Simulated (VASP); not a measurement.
Si2Ni: single point with PBE

The system is Si2Ni.

```xyz
3
Lattice="0.0000 2.7247 2.7247 2.7247 0.0000 2.7247 2.7247 2.7247 0.0000" Properties=species:S:1:pos:R:3 pbc="T T T"
Si    1.3624    1.3624    1.3624
Si    4.0871    4.0871    4.0871
Ni    0.0000    0.0000    0.0000
```

```yaml
Program: VASP 6.6.1
Task: single point
Functional: PBE
Potentials_or_basis: VASP PAW PBE potentials, release 64 (Si, Ni)
Cutoff: 600 eV
k_mesh: 9 × 9 × 9
Occupations: fermi-dirac, width 0.1 eV
Spin: collinear spin, ferromagnetic start
Starting_moments: "[0.0, 0.0, 1.5] μB"
```

The pressure is -0.1 GPa and the band gap on the k mesh is zero (filled and empty bands overlap). The net moment is 0.00 μB per cell. The valence electrons inside the program's atomic spheres are Si 1.57; Ni 9.75.

Levels at points of the mesh, in eV from the Fermi level:
Spin up:
```tsv
k point	band 6	band 7	band 8	band 9	band 10	band 11	band 12	band 13
(0.00, 0.00, 0.00)	-3.35	-0.46	1.69	1.69	1.69	2.35	2.35	2.35
```
Spin down:
| k point | band 5 | band 6 | band 7 | band 8 | band 9 | band 10 | band 11 | band 12 | band 13 | band 14 |
| --- | --- | --- | --- | --- | --- | --- | --- | --- | --- | --- |
| (0.00, 0.00, 0.00) | -3.35 | -3.35 | -0.46 | 1.69 | 1.69 | 1.69 | 2.35 | 2.35 | 2.35 | 4.70 |

It took 110 s on 1 thread of Intel Xeon 8259CL (shared host), peak memory 0.23 GiB.
